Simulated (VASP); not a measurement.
A run of VASP 6.6.1 is set up as follows.

Contents of INCAR:

```
SYSTEM = Te
PREC = Accurate
ENCUT = 520
EDIFF = 1E-8
ISMEAR = -1
SIGMA = 0.08
LREAL = .FALSE.
LASPH = .TRUE.
NELM = 60
ALGO = Normal
ISIF = 2
LWAVE = .FALSE.
LCHARG = .FALSE.
LEFG = .TRUE.
NBANDS = 16
```

Contents of KPOINTS:

```
regular mesh
0
G
  9 9 6
  0 0 0
```

Contents of POSCAR:

```
Te
1.0
    4.4728101969      0.0000000000      0.0000000000
   -2.2364050985      3.8735672569      0.0000000000
    0.0000000000      0.0000000000      5.9446845300
Te
3
Direct
    0.7450000000      0.0000000000      0.3333333333
    0.0000000000      0.7450000000      0.6666666667
    0.2550000000      0.2550000000      0.0000000000
```

Potentials or basis: VASP PAW LDA potentials, release 64 (Te).

The run is started by

```console
$ cat potpaw_LDA.64/Te/POTCAR > POTCAR
$ mpirun -np 1 vasp_std > vasp.out
```

Question: Estimate the pressure.

Answer: -0.7 GPa.

Question: What does it give for the band gap on the k mesh?

Answer: 0.08 eV.

Question: Predict the largest force.

Answer: 0.452 eV/Å.

Electric field gradients, principal values (V/Å²):
```tsv
atom	least	middle	greatest (by size)
1 Te	179.319	380.253	-559.572
2 Te	179.319	380.253	-559.572
3 Te	179.320	380.253	-559.572
```

Caveat: the smearing spreads over this small gap; semilocal functionals underestimate gaps, and a narrow one can read as zero; without QUAD_EFG the Cq values of the log hold for a quadrupole moment of 1 mb, not for the nuclei; spin-orbit coupling is left out, which moves the levels of the heavy elements. A k mesh can miss the band edges.
